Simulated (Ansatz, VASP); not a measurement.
Two plane-wave programs on Mg3ZrN

```
Mg Zr N
1.0
     4.98962    0.00000    0.00000
    -2.49481    4.32113    0.00000
     0.00000    0.00000    7.01887
Mg Zr N
3 1 1
Direct
  0.33333 0.66667 0.28863
  0.66667 0.33333 0.28863
  0.00000 0.00000 0.53649
  0.00000 0.00000 0.07223
  0.00000 0.00000 0.81431
```

Alike in both runs: task relaxation of cell and atoms; functional PBE; k mesh 6 × 6 × 4; occupations gaussian, width 0.1 eV; no spin polarisation.

|  | VASP | Ansatz |
| --- | --- | --- |
| version | VASP 6.6.1 | Ansatz 0.2.0 |
| potentials or method | VASP PAW PBE potentials, release 64 (Mg, Zr_sv, N), cutoff 600 eV | scalar-relativistic, plane waves, PAW |
| valence electrons in the cell | 23 | 47 |

|  | VASP | Ansatz | Ansatz less VASP |
| --- | --- | --- | --- |
| gap on the k mesh at the Fermi level, each at its own relaxed structure (eV) | none | none | - |
| relaxed volume (Å³/atom) | 30.56 | 30.71 | +0.152 |
| relaxed cell length with the largest relative difference (Å) | 5.013 | 5.037 | +0.0240 |

A gap of «none» marks a metal or a gap that the smearing closes. VASP's potentials hold 23 valence electrons a cell and Ansatz's 47, so a difference there can come from the potentials and not from the codes.
